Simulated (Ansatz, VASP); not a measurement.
## Two plane-wave programs on Gd

```
Gd
1.0
     3.63600    0.00000    0.00000
    -1.81800    3.14887    0.00000
     0.00000    0.00000    5.78260
Gd
2
Direct
  0.33333 0.66667 0.25000
  0.66667 0.33333 0.75000
```

Alike in both runs: task single point; functional PBE; k mesh 10 × 10 × 5; occupations fermi-dirac, width 0.05 eV; collinear spin; Hubbard terms Gd f U = 3.4 eV.

```csv
,VASP,Ansatz
version,VASP 6.6.1,Ansatz 0.2.0
potentials or method,"VASP PAW PBE potentials, release 64 (Gd), cutoff 520 eV","PAW, plane waves, scalar-relativistic"
valence electrons in the cell,36,36
```

|  | VASP | Ansatz | Ansatz less VASP |
| --- | --- | --- | --- |
| pressure (GPa) | 0.2 | 0.1 | -0.11 |
| traceless stress, the component that is largest in VASP (GPa) | 0.64 | 0.68 | +0.041 |
| net moment per atom (μB) | 0.00 | 0.00 | 0.000 |
| size of the moment on the site where the two differ most (μB) | 7.04 | 7.37 | +0.327 |

Site moments also hang on the region over which each program counts them. The programs project onto different local orbitals, so the same U acts differently, and such runs can settle in different states. Ansatz's warnings: filled band counts differ across k points.

Spin-orbit coupling is off throughout.
